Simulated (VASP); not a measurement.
Write the native input for VASP 6.6.1 that does the following.

| Quantity | Value |
| --- | --- |
| Task | single point |
| Functional | LDA |
| Potentials or basis | VASP PAW LDA potentials, release 64 (Pb_d, O) |
| Cutoff | 520 eV |
| k mesh | 4 × 4 × 3 |
| Occupations | gaussian, width 0.01 eV |
| Spin | no spin polarisation |
| Dipole correction | no |
| Further INCAR settings | ALGO = Normal; EDIFF = 1e-07; NBANDS = 28 |

The structure of PbO (Litharge) lies in POSCAR:

```
PbO
1.0
    3.9543187493      0.0000000000      0.0000000000
    0.0000000000      3.9543187493      0.0000000000
    0.0000000000      0.0000000000      4.8810165999
Pb O
2 2
Direct
    0.0000000000      0.5000000000      0.2412501600
    0.5000000000      0.0000000000      0.7587498400
    0.0000000000      0.0000000000      0.0000000000
    0.5000000000      0.5000000000      0.0000000000
```

These files were run (other wordings do the same):

INCAR

```
PREC = Accurate
ENCUT = 520
EDIFF = 1E-7
ISMEAR = 0
SIGMA = 0.01
LREAL = F
LASPH = T
NELM = 60
ALGO = Normal
ISIF = 2
LWAVE = F
LCHARG = F
NBANDS = 28
```

KPOINTS

```
regular mesh
0
Gamma
  4 4 3
```

Potentials or basis: VASP PAW LDA potentials, release 64 (Pb_d, O).

Launch:

```console
$ cat potpaw_LDA.64/Pb_d/POTCAR potpaw_LDA.64/O/POTCAR > POTCAR
$ mpirun -np 1 vasp_std > vasp.out
```

Results of the run:

```json
{
  "Pressure": "-0.2 GPa",
  "Largest force": "0.017 eV/Å",
  "Band gap on the k mesh": "1.06 eV, indirect (least direct gap 2.18 eV)"
}
```

Caveat: the k points lie up to 0.43 Å⁻¹ apart; spin-orbit coupling is left out, which moves the levels of the heavy elements.

Run time: 20 s on 1 thread of Intel(R) Xeon(R) Platinum 8375C CPU @ 2.90GHz (Ice Lake), on a shared host, peak memory 0.16 GiB.
